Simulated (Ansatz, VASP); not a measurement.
# One calculation of Cu, two programs

INCAR

```
PREC = Accurate ; ENCUT = 520
EDIFF = 1E-6 ; ISMEAR = 0
SIGMA = 0.15 ; LREAL = False
LASPH = True ; NELM = 80
ALGO = Fast ; ISIF = 2
LWAVE = False ; LCHARG = False
GGA = PE ; NBANDS = 12
```

Contents of KPOINTS:

```
regular mesh
0
Gamma
  24 24 24
```

Contents of POSCAR:

```
Cu
1.0
   -1.5336750413      1.5336750413      1.2752507968
    1.5336750413     -1.5336750413      1.2752507968
    1.5336750413      1.5336750413     -1.2752507968
Cu
1
Direct
    0.0000000000      0.0000000000      0.0000000000
```

Input for Ansatz:

```yaml
crystal:
  lattice:
    - [-1.5336750413, 1.5336750413, 1.2752507968]
    - [1.5336750413, -1.5336750413, 1.2752507968]
    - [1.5336750413, 1.5336750413, -1.2752507968]
  atoms:
    - { symbol: Cu, position: [0.0, 0.0, 0.0] }
basis:
  ecutwfc: 520.0
kpoints:
  mp_grid: { grid: [24, 24, 24] }
hamiltonian:
  xc: pbe
  pseudopotentials: { kind: paw, azcp: { folder: soft_1 } }
scf:
  occupations: { method: gaussian, width: 0.15 }
output:
  forces: true
  stress: true
  eigenvalues: true
```

Alike in both runs: task single point; functional PBE; k mesh 24 × 24 × 24; occupations gaussian, width 0.15 eV; no spin polarisation.

|  | VASP | Ansatz |
| --- | --- | --- |
| version | VASP 6.6.1 | Ansatz 0.2.0 |
| potentials or method | VASP PAW PBE potentials, release 64 (Cu), cutoff 520 eV | scalar-relativistic, plane waves, PAW |
| valence electrons in the cell | 11 | 19 |

|  | VASP | Ansatz | Ansatz less VASP |
| --- | --- | --- | --- |
| gap on the k mesh at the Fermi level (eV) | none | none | - |
| pressure (GPa) | 1.9 | 1.2 | -0.69 |
| traceless stress, the component that is largest in VASP (GPa) | 4.21 | 4.21 | -0.007 |

A gap of «none» marks a metal or a gap that the smearing closes. VASP's potentials hold 11 valence electrons a cell and Ansatz's 19, so a difference there can come from the potentials and not from the codes.
